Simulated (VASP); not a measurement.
Set up this calculation in VASP 6.6.1, as the native input.

* Task: single point
* Functional: PBE
* Potentials or basis: VASP PAW PBE potentials, release 64 (Si, Mo_sv)
* Cutoff: 520 eV
* k mesh: 18 × 18 × 18
* Occupations: gaussian, width 0.15 eV
* Spin: no spin polarisation
* Dipole correction: no
* Further INCAR settings: ALGO = Normal; EDIFF = 1e-06; NBANDS = 18

The structure of Si2Mo lies in POSCAR:

```
Si2Mo
1.0
   -1.6298787326      1.6298787326      3.9366136217
    1.6298787326     -1.6298787326      3.9366136217
    1.6298787326      1.6298787326     -3.9366136217
Si Mo
2 1
Direct
    0.3350971189      0.3350971189      0.0000000000
    0.6649028811      0.6649028811      0.0000000000
    0.0000000000      0.0000000000      0.0000000000
```

The input as run:

INCAR

```
SYSTEM = Si2Mo
ALGO     = Normal         ! electronic algorithm
EDIFF    = 1E-6           ! SCF threshold, eV
ENCUT    = 520            ! plane-wave cutoff, eV
GGA      = PE             ! functional
ISIF     = 2              ! what is computed and relaxed
ISMEAR   = 0              ! smearing method
LASPH    = .TRUE.         ! aspherical terms in the spheres
LCHARG   = .TRUE.         ! write CHGCAR
LELF     = .TRUE.         ! ELF
LREAL    = .FALSE.        ! projectors in reciprocal space
LVHAR    = .TRUE.       
LWAVE    = .FALSE.        ! write WAVECAR
NBANDS   = 18             ! bands
NELM     = 60             ! most SCF steps
PREC     = Accurate       ! precision mode
SIGMA    = 0.15           ! smearing width, eV
```

KPOINTS

```
k-points
0
G
  18 18 18
  0 0 0
```

Potentials or basis: VASP PAW PBE potentials, release 64 (Si, Mo_sv).

Launch:

```sh
$ cat potpaw_PBE.64/Si/POTCAR potpaw_PBE.64/Mo_sv/POTCAR > POTCAR
$ mpirun -np 1 vasp_std > vasp.out
```

It gave:

| Property | Result |
| --- | --- |
| Pressure | -4.8 GPa |
| Largest force | 0.042 eV/Å |
| Band gap on the k mesh | zero (band 11 reaches 12.06 eV, above the bottom of band 12 at 11.14 eV) |

Run time: 11 min on 1 thread of Intel Xeon 8259CL (shared host), peak memory 0.47 GiB.
